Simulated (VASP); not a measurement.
Runs of VASP 6.6.1 on Lu. It takes space group P6_3/mmc (No. 194, hexagonal). The conventional cell has a = 3.382 Å, b = 3.382 Å, c = 5.252 Å, α = 90.00°, β = 90.00°, γ = 120.00°. Lu (site symmetry -6m2) has 12 Lu at 3.27 to 3.38 Å within 4.3 Å. 

| k mesh | smearing | gap on the mesh (eV) | pressure (GPa) |
| --- | --- | --- | --- |
| 11 × 11 × 7 | fermi-dirac 0.1 eV | none | 0.3 |
| 11 × 11 × 6 | fermi-dirac 0.1 eV | none | (a) |
| 11 × 11 × 6 | fermi-dirac 0.03 eV | none | (b) |
| 2 × 2 × 1 | fermi-dirac 0.1 eV | none | -12.6 |
| 7 × 7 × 4 | fermi-dirac 0.1 eV | none | 0.4 |
| 11 × 11 × 6 | fermi-dirac 0.01 eV | none | -0.1 |
| 11 × 11 × 6 | fermi-dirac 0.2 eV | none | 0.6 |
| 3 × 3 × 2 | fermi-dirac 0.1 eV | none | -0.7 |
| 9 × 9 × 5 | fermi-dirac 0.1 eV | none | 0.3 |
| 4 × 4 × 2 | fermi-dirac 0.1 eV | none | 1.6 |
| 5 × 5 × 3 | fermi-dirac 0.1 eV | none | 0.4 |

Alike in all rows: task single point; level LDA; potentials or basis VASP PAW PBE potentials, release 64 (Lu); no spin polarisation; cell as given; cutoff (eV) 520.

Task: Estimate the missing entries.

Result: (a) 0.2; (b) 0.0.

Caveats: some runs use coarse meshes; the PAW data sets were made with another functional, which shifts forces and pressure a little; spin-orbit coupling is left out, which moves the levels of the heavy elements.

A k mesh can miss the band edges, and the runs leave out spin-orbit coupling on Lu.

A gap of «none» marks levels without a gap at the run's occupations.
